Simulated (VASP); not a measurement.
A run of VASP 6.6.1 is set up as follows.

POSCAR

```
Re
1.0
    0.0049375000      1.9750000000      1.9750000000
    1.9750000000      0.0049375000      1.9750000000
    1.9799375000      1.9799375000      0.0000000000
Re
1
Direct
    0.0000000000      0.0000000000      0.0000000000
```

The input INCAR.step1:

```
ALGO = Normal
EDIFF = 1E-4
ENCUT = 520
GGA = PE
ISMEAR = 0
LASPH = T
LCHARG = F
LREAL = F
LWAVE = T
NBANDS = 10
NELM = 100
PREC = Accurate
SIGMA = 0.15
```

Contents of INCAR.step2:

```
ALGO = Normal
EDIFF = 1E-6
ENCUT = 520
ISIF = 2
ISMEAR = 0
ISTART = 1
LASPH = T
LCHARG = F
LMIXTAU = T
LREAL = F
LWAVE = F
METAGGA = R2SCAN
NBANDS = 10
NELM = 100
PREC = Accurate
SIGMA = 0.15
```

The input KPOINTS:

```
k-points
0
Gamma
  20 20 20
```

Potentials or basis: VASP PAW PBE potentials, release 64 (Re).

Launch:

```sh
$ cat potpaw_PBE.64/Re/POTCAR > POTCAR
$ cp INCAR.step1 INCAR
$ mpirun -np 1 vasp_std > vasp.out
$ cp INCAR.step2 INCAR
$ mpirun -np 1 vasp_std > vasp.out
```

**Question.** What does it give for the pressure?

**Answer.** -15.7 GPa.

**Question.** What does it give for the band gap on the k mesh?

**Answer.** Zero (an odd number of electrons rules out a gap without spin polarisation).

Stress tensor (GPa, compression positive):
```
-15.66  -1.05   0.00
 -1.05 -15.66   0.00
  0.00   0.00 -15.67
```

Caveat: the cell differs from its parent crystal (strain +0.0050 x Voigt [0, 0, 0, 0, 0, 1]); the cell stands under tension; the PAW data sets were made with another functional, which shifts forces and pressure a little; spin-orbit coupling is left out, which moves the levels of the heavy elements.
